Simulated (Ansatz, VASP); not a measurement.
**Pb: VASP beside Ansatz**

INCAR

```
PREC = Accurate
ENCUT = 520
EDIFF = 1E-6
ISMEAR = 0
SIGMA = 0.15
LREAL = F
LASPH = T
NELM = 100
ALGO = Fast
ISIF = 2
LWAVE = F
LCHARG = F
GGA = PS
NBANDS = 13
```

Contents of KPOINTS:

```
Automatic mesh
0
Gamma
  18 18 18
```

The input POSCAR:

```
Pb
1.0
   -0.7808724519      2.1473992426      2.1473992426
    2.1473992426     -0.7808724519      2.1473992426
    2.1473992426      2.1473992426     -0.7808724519
Pb
1
Direct
    0.0000000000      0.0000000000      0.0000000000
```

Input for Ansatz:

```yaml
crystal:
  lattice:
    - [-0.7808724519, 2.1473992426, 2.1473992426]
    - [2.1473992426, -0.7808724519, 2.1473992426]
    - [2.1473992426, 2.1473992426, -0.7808724519]
  atoms:
    - { symbol: Pb, position: [0.0, 0.0, 0.0] }
basis:
  ecutwfc: 420
kpoints:
  mp_grid: { grid: [18, 18, 18] }
hamiltonian:
  xc: pbesol
scf:
  occupations: { method: gaussian, width: 0.15 }
output:
  forces: true
  stress: true
  eigenvalues: true
```

Alike in both runs: task single point; functional PBEsol; k mesh 18 × 18 × 18; occupations gaussian, width 0.15 eV; no spin polarisation.

|  | VASP | Ansatz |
| --- | --- | --- |
| version | VASP 6.6.1 | Ansatz 0.2.0 |
| potentials or method | VASP PAW PBE potentials, release 64 (Pb_d), cutoff 520 eV | scalar-relativistic, plane waves, PAW |
| valence electrons in the cell | 14 | 14 |

VASP gave:

| Quantity | Value |
| --- | --- |
| gap on the k mesh at the Fermi level (eV) | none |
| pressure (GPa) | 3.0 |
| traceless stress, the component that is largest in VASP (GPa) | 0.32 |

**Question.** What did Ansatz give for the same quantities?

**Answer.** gap on the k mesh at the Fermi level (eV): none; pressure (GPa): 3.1; traceless stress, the component that is largest in VASP (GPa): 0.32.

VASP's potentials were made for PBE, not for PBEsol. A gap of «none» marks a metal or a gap that the smearing closes. The functional is the same, so the differences come from potentials, cutoffs and numerics.

Neither program's run includes spin-orbit coupling.
